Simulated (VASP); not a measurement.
# Te2Mo in VASP: single point with PBE

Aim: the single point of Te2Mo with PBE.

All numbers are computed with VASP 6.6.1; they aren't measurements. Logs are shortened: lines on timing, memory, paths and dates and some standing lists are left out, and cuts for length are marked.

## (1) The cell of the first run

The cell holds a slab with vacuum, 6 atoms: a = 6.346 Å, b = 3.494 Å, c = 17.103 Å, α = 90.00°, β = 90.00°, γ = 90.00°.

## (2) Single point, PBE

Contents of INCAR:

```
SYSTEM = Te2Mo
  PREC = Accurate
  ENCUT = 400
  EDIFF = 1E-6
  ISMEAR = 0
  SIGMA = 0.05
  LREAL = .False.
  LASPH = .True.
  NELM = 120
  ALGO = Normal
  ISIF = 2
  LWAVE = .False.
  LCHARG = .False.
  GGA = PE
  NBANDS = 35
  GGA_COMPAT = .False.
  NELMDL = -8
```

Contents of KPOINTS:

```
Automatic mesh
0
Gamma
  10 18 1
  0 0 0
```

Contents of POSCAR:

```
Te2Mo
1.0
    6.3464495600      0.0000000000      0.0000000000
    0.0000000000      3.4942155400      0.0000000000
    0.0000000000      0.0000000000     17.1034374000
Te Mo
4 2
Direct
    0.9208572000      0.2500000000      0.6199550800
    0.0791428000      0.7500000000      0.3800449200
    0.4279828300      0.7500000000      0.5857750400
    0.5720171700      0.2500000000      0.4142249600
    0.1806247200      0.2500000000      0.4942208100
    0.8193752800      0.7500000000      0.5057791900
```

Potentials or basis: VASP PAW PBE potentials, release 64 (Te, Mo_sv).

On the command line:

```bash
$ cat potpaw_PBE.64/Te/POTCAR potpaw_PBE.64/Mo_sv/POTCAR > POTCAR
$ mpirun -np 1 vasp_std > vasp.out
```

OUTCAR:

```text
SYSTEM = Te2Mo
   PREC = Accurate
   ENCUT = 400
   EDIFF = 1E-6
   ISMEAR = 0
   LREAL = .False.
   LASPH = .True.
   NELM = 120
   ISIF = 2
   GGA = PE
   NELMDL = -8

 ion  position               nearest neighbor table
   1  0.921  0.250  0.620-   6 2.70   6 2.70   5 2.71   3 3.63   3 3.63
   2  0.079  0.750  0.380-   5 2.70   5 2.70   6 2.71   4 3.63   4 3.63
   3  0.428  0.750  0.586-   5 2.82   5 2.82   6 2.84   4 3.54   4 3.54   1 3.63   1 3.63
   4  0.572  0.250  0.414-   6 2.82   6 2.82   5 2.84   3 3.54   3 3.54   2 3.63   2 3.63
   5  0.181  0.250  0.494-   2 2.70   2 2.70   1 2.71   3 2.82   3 2.82   4 2.84   6 2.89   6 2.89

   6  0.819  0.750  0.506-   1 2.70   1 2.70   2 2.71   4 2.82   4 2.82   3 2.84   5 2.89   5 2.89

  LATTYP: Found a simple orthorhombic cell.
 ALAT       =     3.4942155400
 B/A-ratio  =     1.8162730625
 C/A-ratio  =     4.8947860269

  Lattice vectors:

 A1 = (   0.0000000000,  -3.4942155400,   0.0000000000)
 A2 = (   6.3464495600,   0.0000000000,   0.0000000000)
 A3 = (   0.0000000000,   0.0000000000,  17.1034374000)

Analysis of symmetry for initial positions (statically):
=====================================================================
 Subroutine PRICEL returns:
 Original cell was already a primitive cell.

 Routine SETGRP: Setting up the symmetry group for a
 simple orthorhombic supercell.

 Subroutine GETGRP returns: Found  4 space group operations
 (whereof  2 operations were pure point group operations)
 out of a pool of  8 trial point group operations.

The static configuration has the point symmetry S_2 .
 The point group associated with its full space group is C_2h.

Analysis of symmetry for dynamics (positions and initial velocities):
=====================================================================
 Subroutine PRICEL returns:
 Original cell was already a primitive cell.

 Routine SETGRP: Setting up the symmetry group for a
 simple orthorhombic supercell.

 Subroutine GETGRP returns: Found  4 space group operations
 (whereof  2 operations were pure point group operations)
 out of a pool of  8 trial point group operations.

The dynamic configuration has the point symmetry S_2 .
 The point group associated with its full space group is C_2h.

 Subroutine INISYM returns: Found  4 space group operations
 (whereof  2 operations are pure point group operations),
 and found     1 'primitive' translations

----------------------------------------------------------------------------------------

                                     Primitive cell

  volume of cell :     379.2835

  direct lattice vectors                    reciprocal lattice vectors
     6.346449560  0.000000000  0.000000000     0.157568415  0.000000000  0.000000000
     0.000000000  3.494215540  0.000000000     0.000000000  0.286187268  0.000000000
     0.000000000  0.000000000 17.103437400     0.000000000  0.000000000  0.058467779

  length of vectors
     6.346449560  3.494215540 17.103437400     0.157568415  0.286187268  0.058467779

  position of ions in fractional coordinates (direct lattice)
     0.920857200  0.250000000  0.619955080
     0.079142800  0.750000000  0.380044920
     0.427982830  0.750000000  0.585775040
     0.572017170  0.250000000  0.414224960
     0.180624720  0.250000000  0.494220810
     0.819375280  0.750000000  0.505779190

  ion indices of the primitive-cell ions
   primitive index   ion index
                 1           1
                 2           2
                 3           3
                 4           4
                 5           5
                 6           6

----------------------------------------------------------------------------------------

 KPOINTS: Automatic mesh

Automatic generation of k-mesh.
 Grid dimensions read from file:
 generate k-points for:   10   18    1

 Generating k-lattice:

  Cartesian coordinates                     Fractional coordinates (reciprocal lattice)
     0.015756842  0.000000000  0.000000000     0.100000000  0.000000000  0.000000000
     0.000000000  0.015899293  0.000000000     0.000000000  0.055555556  0.000000000
     0.000000000  0.000000000  0.058467779     0.000000000  0.000000000  1.000000000

  Length of vectors
     0.015756842  0.015899293  0.058467779

  Shift w.r.t. Gamma in fractional coordinates (k-lattice)
     0.000000000  0.000000000  0.000000000

 Subroutine IBZKPT returns following result:
 ===========================================

 Found     60 irreducible k-points:

 Following reciprocal coordinates:
            Coordinates               Weight
  0.000000  0.000000  0.000000      1.000000
  0.100000  0.000000  0.000000      2.000000
  0.200000  0.000000  0.000000      2.000000
  0.300000  0.000000  0.000000      2.000000
  0.400000  0.000000  0.000000      2.000000
  0.500000  0.000000  0.000000      1.000000
[... 16 lines left out ...]
  0.400000  0.166667  0.000000      4.000000
  0.500000  0.166667  0.000000      2.000000
 [... further k-points ...]
   k-points           NKPTS =     60   k-points in BZ     NKDIM =     60   number of bands    NBANDS=     35
   number of dos      NEDOS =    301   number of ions     NIONS =      6
   total plane-waves  NPLWV = 112896
   dimension x,y,z NGX =    42 NGY =   24 NGZ =  112
   dimension x,y,z NGXF=    84 NGYF=   48 NGZF=  224
   ions per type =               4   2
   NGX,Y,Z   is equivalent  to a cutoff of  11.00, 11.42, 10.89 a.u.
   NGXF,Y,Z  is equivalent  to a cutoff of  22.00, 22.84, 21.77 a.u.
 SYSTEM =  Te2Mo
   PREC   = accura    normal or accurate (medium, high low for compatibility)
   ISTART =      0    job   : 0-new  1-cont  2-samecut
   ICHARG =      2    charge: 1-file 2-atom 10-const
   ISPIN  =      1    spin polarized calculation?
   LNONCOLLINEAR =      F non collinear calculations
   LSORBIT =      F    spin-orbit coupling
   LASPH  =      T    aspherical Exc in radial PAW
   ENCUT  =  400.0 eV  29.40 Ry    5.42 a.u.  10.35  5.70 27.89*2*pi/ulx,y,z
   NELM   =    120;   NELMIN=  2; NELMDL= -8     # of ELM steps
   EDIFF  = 0.1E-05   stopping-criterion for ELM
   LREAL  =      F    real-space projection
   EDIFFG = 0.1E-04   stopping-criterion for IOM
   NSW    =      0    number of steps for IOM
   IBRION =     -1    ionic relax: 0-MD 1-quasi-New 2-CG
   NFREE  =      0    steps in history (QN), initial steepest desc. (CG)
   ISIF   =      2    stress and relaxation
   ISYM   =      2    0-nonsym 1-usesym 2-fastsym
   POTIM  = 0.5000    time-step for ionic-motion
   TEBEG  =    0.0;   TEEND  =   0.0 temperature during run
   PSTRESS=    0.0 pullay stress
   NELECT =      52.0000    total number of electrons
   NUPDOWN=      -1.0000    fix difference up-down
   EMIN   =  10.00;   EMAX   =-10.00  energy-range for DOS
   EFERMI =   0.00;   METHOD = LEGACY
   ISMEAR =     0;   SIGMA  =   0.05  broadening in eV -4-tet -1-fermi 0-gaus
   EFERMI_NEDOS =   21; number of points for ismear=-14 and -15
   IALGO  =     38    algorithm
   IMIX   =      4    mixing-type and parameters
     AMIX     =   0.40;   BMIX     =  1.00
     AMIX_MAG =   1.60;   BMIX_MAG =  1.00
  volume/ion in A,a.u.               =      63.21       426.59
  Fermi-wavevector in a.u.,A,eV,Ry     =   0.844153  1.595218  9.695440  0.712595
  Thomas-Fermi vector in A             =   1.959136
   LORBIT       =      0    0 simple, 1 ext, 2 COOP (PROOUT), +10 PAW based schemes
   GGA     = PE    functional components
   LHFCALC =     F    Hartree Fock is set to
   AEXX    =    0.0000 exact exchange contribution
   IVDW    =     0    specifies the selected vdW correction
   LEPSILON=     F    determine dielectric tensor
   LRPA    =     F    only Hartree local field effects (RPA)
 non-spin polarized calculation
 Gauss-broadening in eV      SIGMA  =   0.05
  energy-cutoff  :      400.00
  volume of cell :      379.28
 maximum number of plane-waves:      6926
 NGX is ok and might be reduce to    42
   NGX = 21   NGY = 11   NGZ = 55

 number of electron      51.9999996 magnetization

 Free energy of the ion-electron system (eV)
  ---------------------------------------------------
  ext. energy  EPLUGINS =         0.00000000
  ---------------------------------------------------
  free energy    TOTEN  =       -35.95926240 eV

  energy without entropy =      -35.95764859  energy(sigma->0) =      -35.95845549

 E-fermi :   0.5175     XC(G=0):  -4.8344

 val. band max:        0.4824111513   @ k =   0.0000   0.1111   0.0000
 cond. band min:       0.5217517196   @ k =   0.1000   0.0000   0.0000
 fundamental gap:      0.0393405683
 Fermi energy:         0.5174732490

 k-point     1 :       0.0000    0.0000    0.0000
  band No.  band energies     occupation
      1     -60.5359      2.00000
      2     -60.4768      2.00000
      3     -34.7856      2.00000
      4     -34.7386      2.00000
      5     -34.6757      2.00000
      6     -34.5698      2.00000
[... 27 lines left out ...]
     34       3.8594      0.00000
     35       4.3247      0.00000

 k-point     2 :       0.1000    0.0000    0.0000
  band No.  band energies     occupation
      1     -60.5359      2.00000
      2     -60.4768      2.00000
      3     -34.7850      2.00000
      4     -34.7386      2.00000
      5     -34.6758      2.00000
      6     -34.5699      2.00000
[... 27 lines left out ...]
     34       3.9112      0.00000
     35       4.3592      0.00000

 k-point     3 :       0.2000    0.0000    0.0000
  band No.  band energies     occupation
      1     -60.5358      2.00000
      2     -60.4769      2.00000
      3     -34.7830      2.00000
      4     -34.7384      2.00000
      5     -34.6759      2.00000
      6     -34.5701      2.00000
[... 27 lines left out ...]
     34       3.9874      0.00000
     35       4.4631      0.00000
[... 723 lines left out ...]
 k-point    23 :       0.4000    0.1667    0.0000
  band No.  band energies     occupation
      1     -60.5304      2.00000
      2     -60.4796      2.00000
      3     -34.7860      2.00000
      4     -34.7703      2.00000
      5     -34.6650      2.00000
      6     -34.5935      2.00000
[... 27 lines left out ...]
     34       3.8325      0.00000
     35       5.2825      0.00000

 k-point    24 :       0.5000    0.1667    0.0000
  band No.  band energies     occupation
      1     -60.5304      2.00000
      2     -60.4796      2.00000
      3     -34.7856      2.00000
      4     -34.7704      2.00000
      5     -34.6650      2.00000
      6     -34.5936      2.00000
[... 27 lines left out ...]
     34       3.7926      0.00000
     35       5.5328      0.00000

 [... further k-points ...]

------------------------ aborting loop because EDIFF is reached ----------------------------------------

  FORCE on cell =-STRESS in cart. coord.  units (eV):
  Direction    XX          YY          ZZ          XY          YZ          ZX
  --------------------------------------------------------------------------------------
  -------------------------------------------------------------------------------------
  Total        0.3039154     -0.3347534      0.8747436      0.0000000      0.0000000      0.0586901
  in kB        1.2838058     -1.4140725      3.6951106      0.0000000      0.0000000      0.2479198
  external PRESSURE =       1.1882813 kB  Pullay stress =       0.0000000 kB

 VOLUME and BASIS-vectors are now :
 -----------------------------------------------------------------------------
  energy-cutoff  :      400.00
  volume of cell :      379.28
      direct lattice vectors                 reciprocal lattice vectors
     6.346449560  0.000000000  0.000000000     0.157568415  0.000000000  0.000000000
     0.000000000  3.494215540  0.000000000     0.000000000  0.286187268  0.000000000
     0.000000000  0.000000000 17.103437400     0.000000000  0.000000000  0.058467779

 POSITION                                       TOTAL-FORCE (eV/Angst)
 -----------------------------------------------------------------------------------
      5.84417      0.87355     10.60336        -0.009192     -0.000000      0.209998
      0.50228      2.62066      6.50007         0.009192     -0.000000     -0.209998
      2.71617      2.62066     10.01877         0.037192     -0.000000      0.080310
      3.63028      0.87355      7.08467        -0.037192      0.000000     -0.080310
      1.14633      0.87355      8.45287         0.057432     -0.000000      0.008494
      5.20012      2.62066      8.65056        -0.057432     -0.000000     -0.008494
 -----------------------------------------------------------------------------------
    total drift:                                0.000000      0.000000     -0.000000

  FREE ENERGIE OF THE ION-ELECTRON SYSTEM (eV)
  ---------------------------------------------------
  free  energy   TOTEN  =       -35.9592623989 eV

  energy  without entropy=      -35.9576485890  energy(sigma->0) =      -35.95845549
```

Run time: 6.2 min. Hardware: 1 thread of Intel Xeon 6975P-C (Granite Rapids), shared host; peak memory 0.61 GiB.

Results:

- Free energy: -35.9593 eV
- Largest force: 0.210 eV/Å
- Band gap on the k mesh: zero (bands 26 and 27 overlap by 0.15 eV)

Forces in eV/Å, atoms in the order of the input:
```
Te  -0.009  0.000  0.210
Te   0.009  0.000 -0.210
Te   0.037  0.000  0.080
Te  -0.037  0.000 -0.080
Mo   0.057  0.000  0.008
Mo  -0.057  0.000 -0.008
```

Levels at points of the mesh, in eV from the Fermi level:
```csv
k point,band 23,band 24,band 25,band 26,band 27,band 28,band 29,band 30
"(0.00, 0.00, 0.00)",-0.97,-0.65,-0.34,0.08,0.66,1.04,1.67,2.08
"(0.50, 0.00, 0.00)",-1.28,-0.84,-0.82,-0.72,0.12,0.99,1.41,1.80
"(0.00, 0.50, 0.00)",-1.61,-1.61,-1.44,-1.44,1.13,1.13,1.39,1.39
"(0.50, 0.50, 0.00)",-1.72,-1.72,-0.87,-0.87,1.04,1.04,1.87,1.87
```

Caveat: spin-orbit coupling is left out, which moves the levels of the heavy elements.
